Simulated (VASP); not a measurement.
# Ni in VASP: a series of runs

Runs on Ni. Level: revPBE. Tasks: single point, relaxation of cell and atoms.

Everything below comes from runs of VASP 6.6.1. Logs are shortened: lines on timing, memory, paths and dates and some standing lists are left out, and cuts for length are marked.

## (1) The cell of the first run

The typed cell holds 2 atoms: a = 2.501 Å, b = 2.501 Å, c = 3.536 Å, α = 90.00°, β = 90.00°, γ = 90.00°.

## (2) Single point, revPBE, collinear spin, ferromagnetic start

Input file INCAR:

```
SYSTEM = Ni
  ALGO = Normal
  EDIFF = 1E-6
  ENCUT = 520
  GGA = RE
  ISIF = 2
  ISMEAR = -1
  ISPIN = 2
  LASPH = .TRUE.
  LCHARG = .FALSE.
  LMAXMIX = 4
  LORBIT = 11
  LREAL = .FALSE.
  LWAVE = .FALSE.
  MAGMOM = 0.686 0.686
  NBANDS = 21
  NELM = 150
  PREC = Accurate
  SIGMA = 0.1
```

Input file KPOINTS:

```
k-points
0
G
  6 6 5
  0 0 0
```

Input file POSCAR:

```
Ni
1.0
    2.5011651123      0.0000000000      0.0000000000
    0.0000000000      2.5011651123      0.0000000000
    0.0000000000      0.0000000000      3.5355823492
Ni
2
Direct
    0.0000000000      0.0000000000      0.0000000000
    0.5000000000      0.5000000000      0.5000000000
```

Potentials or basis: VASP PAW PBE potentials, release 64 (Ni).

Command:

```
cat potpaw_PBE.64/Ni/POTCAR > POTCAR
mpirun -np 1 vasp_std > vasp.out
```

OUTCAR:

```text
SYSTEM = Ni
   EDIFF = 1E-6
   ENCUT = 520
   GGA = RE
   ISIF = 2
   ISMEAR = -1
   ISPIN = 2
   LASPH = .TRUE.
   LORBIT = 11
   LREAL = .FALSE.
   NELM = 150
   PREC = Accurate

 ion  position               nearest neighbor table
   1  0.000  0.000  0.000-   2 2.50   2 2.50   2 2.50   2 2.50   2 2.50   2 2.50   2 2.50   2 2.50

   2  0.500  0.500  0.500-   1 2.50   1 2.50   1 2.50   1 2.50   1 2.50   1 2.50   1 2.50   1 2.50

  LATTYP: Found a simple tetragonal cell.
 ALAT       =     2.5011651123
 C/A-ratio  =     1.4135741506

  Lattice vectors:

 A1 = (   2.5011651123,   0.0000000000,   0.0000000000)
 A2 = (   0.0000000000,   2.5011651123,   0.0000000000)
 A3 = (   0.0000000000,   0.0000000000,   3.5355823492)

Analysis of symmetry for initial positions (statically):
=====================================================================
 Subroutine PRICEL returns following result:

  LATTYP: Found a body centered tetragonal cell.
 ALAT       =     2.5011651123
 C/A-ratio  =     1.4135741506
[... 12 lines left out ...]
 Subroutine GETGRP returns: Found 16 space group operations
 (whereof 16 operations were pure point group operations)
 out of a pool of 16 trial point group operations.

The static configuration has the point symmetry D_4h.

Analysis of symmetry for dynamics (positions and initial velocities):
=====================================================================
 Subroutine PRICEL returns following result:

  LATTYP: Found a body centered tetragonal cell.
 ALAT       =     2.5011651123
 C/A-ratio  =     1.4135741506
[... 12 lines left out ...]
 Subroutine GETGRP returns: Found 16 space group operations
 (whereof 16 operations were pure point group operations)
 out of a pool of 16 trial point group operations.

The dynamic configuration has the point symmetry D_4h.

Analysis of structural, dynamic, and magnetic symmetry:
=====================================================================
 Subroutine PRICEL returns following result:

  LATTYP: Found a body centered tetragonal cell.
 ALAT       =     2.5011651123
 C/A-ratio  =     1.4135741506
[... 12 lines left out ...]
 Subroutine GETGRP returns: Found 16 space group operations
 (whereof 16 operations were pure point group operations)
 out of a pool of 16 trial point group operations.

The overall configuration has the point symmetry D_4h.

 Subroutine INISYM returns: Found 16 space group operations
 (whereof 16 operations are pure point group operations),
 and found     2 'primitive' translations

----------------------------------------------------------------------------------------

                                     Primitive cell

  volume of cell :      11.0590
[... 110 lines left out ...]
  Thomas-Fermi vector in A             =   2.682905
   LORBIT       =     11    0 simple, 1 ext, 2 COOP (PROOUT), +10 PAW based schemes
   GGA     = RE    functional components
   LHFCALC =     F    Hartree Fock is set to
   AEXX    =    0.0000 exact exchange contribution
   IVDW    =     0    specifies the selected vdW correction
   LEPSILON=     F    determine dielectric tensor
   LRPA    =     F    only Hartree local field effects (RPA)
 spin polarized calculation
  energy-cutoff  :      520.00
  volume of cell :       22.12
 maximum number of plane-waves:       609
 NGX is ok and might be reduce to    20

 number of electron      19.9999989 magnetization       1.1641452

 Free energy of the ion-electron system (eV)
  ---------------------------------------------------
  ext. energy  EPLUGINS =         0.00000000
  ---------------------------------------------------
  free energy    TOTEN  =       -10.19703221 eV

  energy without entropy =      -10.09370222  energy(sigma->0) =      -10.14536721

 E-fermi :   9.2355     XC(G=0): -13.0675

 val. band max:        9.2101289767   @ k =   0.3333   0.1667   0.2000
 cond. band min:       9.2616612868   @ k =   0.0000   0.0000   0.2000
 fundamental gap:      0.0515323101
 Fermi energy:         9.2355354040

 spin component 1

 k-point     1 :       0.0000    0.0000    0.0000
  band No.  band energies     occupation
      1       0.3792      1.00000
      2       4.7240      1.00000
      3       5.2065      1.00000
      4       6.8783      1.00000
      5       6.8783      1.00000
      6       6.9338      1.00000
[... 565 lines left out ...]
     20      33.3952      0.00000
     21      37.0613      0.00000

 [... further k-points ...]

 spin component 2

 k-point     1 :       0.0000    0.0000    0.0000
  band No.  band energies     occupation
      1       0.3103      1.00000
      2       5.0315      1.00000
      3       5.7421      1.00000
      4       7.5971      1.00000
      5       7.6170      1.00000
      6       7.6170      1.00000
[... 565 lines left out ...]
     20      33.4494      0.00000
     21      37.0728      0.00000

 [... further k-points ...]

------------------------ aborting loop because EDIFF is reached ----------------------------------------

  FORCE on cell =-STRESS in cart. coord.  units (eV):
  Direction    XX          YY          ZZ          XY          YZ          ZX
  --------------------------------------------------------------------------------------
  -------------------------------------------------------------------------------------
  Total        0.1857236      0.1857236      0.0680309      0.0000000      0.0000000      0.0000000
  in kB       13.4533993     13.4533993      4.9280050      0.0000000      0.0000000      0.0000000
  external PRESSURE =      10.6116012 kB  Pullay stress =       0.0000000 kB

 VOLUME and BASIS-vectors are now :
 -----------------------------------------------------------------------------
  energy-cutoff  :      520.00
  volume of cell :       22.12
      direct lattice vectors                 reciprocal lattice vectors
     2.501165112  0.000000000  0.000000000     0.399813669  0.000000000  0.000000000
     0.000000000  2.501165112  0.000000000     0.000000000  0.399813669  0.000000000
     0.000000000  0.000000000  3.535582349     0.000000000  0.000000000  0.282838837

 POSITION                                       TOTAL-FORCE (eV/Angst)
 -----------------------------------------------------------------------------------
      0.00000      0.00000      0.00000         0.000000      0.000000      0.000000
      1.25058      1.25058      1.76779        -0.000000     -0.000000     -0.000000
 -----------------------------------------------------------------------------------
    total drift:                               -0.000000      0.000000      0.000000

  FREE ENERGIE OF THE ION-ELECTRON SYSTEM (eV)
  ---------------------------------------------------
  free  energy   TOTEN  =       -10.1970322116 eV

  energy  without entropy=      -10.0937022165  energy(sigma->0) =      -10.14536721

 total charge

# of ion       s       p       d       tot
------------------------------------------
    1        0.489   0.481   8.308   9.277
    2        0.489   0.481   8.308   9.277
--------------------------------------------------
tot          0.978   0.961  16.616  18.555

 magnetization (x)

# of ion       s       p       d       tot
------------------------------------------
    1       -0.008  -0.029   0.635   0.598
    2       -0.008  -0.029   0.635   0.598
--------------------------------------------------
tot         -0.017  -0.057   1.270   1.196
```

stdout:

```text
POSCAR found type information on POSCAR Ni
 POSCAR found :  1 types and       2 ions
 scaLAPACK will be used
 -----------------------------------------------------------------------------
|                                                                             |
|                                                                             |
|     You enforced a specific xc type in the INCAR file but a different       |
|     I HOPE YOU KNOW WHAT YOU ARE DOING!                                     |
|                                                                             |
 -----------------------------------------------------------------------------

 LDA part: xc-table for (Slater+PW92), standard interpolation
 POSCAR, INCAR and KPOINTS ok, starting setup
 FFT: planning ... GRIDC
 FFT: planning ... GRID_SOFT
 FFT: planning ... GRID
 WAVECAR not read
 entering main loop
```

Wall time 16 s (1 thread of Intel Xeon Platinum 8488C (Sapphire Rapids), shared host); peak memory 0.15 GiB.

What came out:

- Free energy: -10.1970 eV
- Pressure: 1.1 GPa
- Net moment: 1.16 μB per cell
- Site moments: Ni +0.60 μB
- Valence electrons inside the program's atomic spheres: Ni 9.28

Levels at points of the mesh, in eV from the Fermi level:
Spin up:
```
           k point  band 7  band 8  band 9  band 10  band 11  band 12  band 13  band 14
(0.00, 0.00, 0.00)   -1.21   -1.20   -0.52    -0.45    -0.45     2.48     9.13    14.72
(0.50, 0.00, 0.00)   -1.63   -1.63   -1.34    -1.34     0.99     0.99    11.42    11.42
(0.50, 0.50, 0.00)   -0.45   -0.45   -0.39    -0.39     2.48     2.48     9.11     9.11
```
Spin down:
```
           k point  band 8  band 9  band 10  band 11  band 12  band 13
(0.00, 0.00, 0.00)   -0.62    0.10     0.40     0.40     2.41     9.33
(0.50, 0.00, 0.00)   -1.07   -0.54    -0.54     1.50     1.50    11.58
(0.50, 0.50, 0.00)    0.37    0.40     0.40     2.40     2.40     9.33
```

Caveat: the k points lie up to 0.42 Å⁻¹ apart; the PAW data sets were made with another functional, which shifts forces and pressure a little.

## (3) Single point, revPBE, collinear spin, ferromagnetic start

This run uses another cell than the first one: it holds 1 atom, not 2.

Input file INCAR:

```
SYSTEM = Ni
ALGO = Normal
EDIFF = 1E-7
ENCUT = 520
GGA = RE
ISIF = 2
ISMEAR = -1
ISPIN = 2
LASPH = .TRUE.
LCHARG = .TRUE.
LELF = .TRUE.
LMAXMIX = 4
LORBIT = 11
LREAL = .FALSE.
LVHAR = .TRUE.
LWAVE = .FALSE.
MAGMOM = 0.685
NBANDS = 15
NELM = 150
PREC = Accurate
SIGMA = 0.1
```

Input file KPOINTS:

```
k-points
0
G
  8 8 8
  0 0 0
```

Input file POSCAR:

```
Ni
1.0
    0.0000000000      1.7718334122      1.7718334122
    1.7718334122      0.0000000000      1.7718334122
    1.7718334122      1.7718334122      0.0000000000
Ni
1
Direct
    0.0000000000      0.0000000000      0.0000000000
```

Potentials or basis: VASP PAW PBE potentials, release 64 (Ni).

Command:

```
cat potpaw_PBE.64/Ni/POTCAR > POTCAR
mpirun -np 1 vasp_std > vasp.out
```

Wall time 10 s (1 thread of Intel Xeon 6975P-C, shared host); peak memory 0.13 GiB.

Results (log left out):

```yaml
Free_energy: -5.0915 eV
Pressure: 0.6 GPa
Net_moment: 0.69 μB per cell
Site_moments: Ni +0.71 μB
Valence_electrons_inside_the_program's_atomic_spheres: Ni 9.26
```

Levels at points of the mesh, in eV from the Fermi level:
Spin up:
```csv
k point,band 1,band 2,band 3,band 4,band 5,band 6,band 7,band 8,band 9,band 10
"(0.00, 0.00, 0.00)",-8.84,-2.43,-2.43,-2.43,-1.30,-1.30,23.51,27.24,27.24,27.24
"(0.50, 0.00, 0.00)",-4.74,-2.41,-2.41,-0.67,-0.67,-0.25,5.50,22.01,24.33,24.33
"(0.50, 0.50, 0.00)",-4.55,-4.12,-0.62,-0.54,-0.54,2.45,9.01,14.65,14.65,19.42
```
Spin down:
```tsv
k point	band 1	band 2	band 3	band 4	band 5	band 6	band 7	band 8
(0.00, 0.00, 0.00)	-8.89	-1.60	-1.60	-1.60	-0.63	-0.63	23.32	27.22
(0.50, 0.00, 0.00)	-4.26	-1.72	-1.72	-0.32	0.17	0.17	5.95	21.84
(0.50, 0.50, 0.00)	-4.16	-3.44	0.08	0.40	0.40	2.40	9.28	14.65
```

Caveat: the k points lie up to 0.38 Å⁻¹ apart; the PAW data sets were made with another functional, which shifts forces and pressure a little.

[end of part 1 of 2]
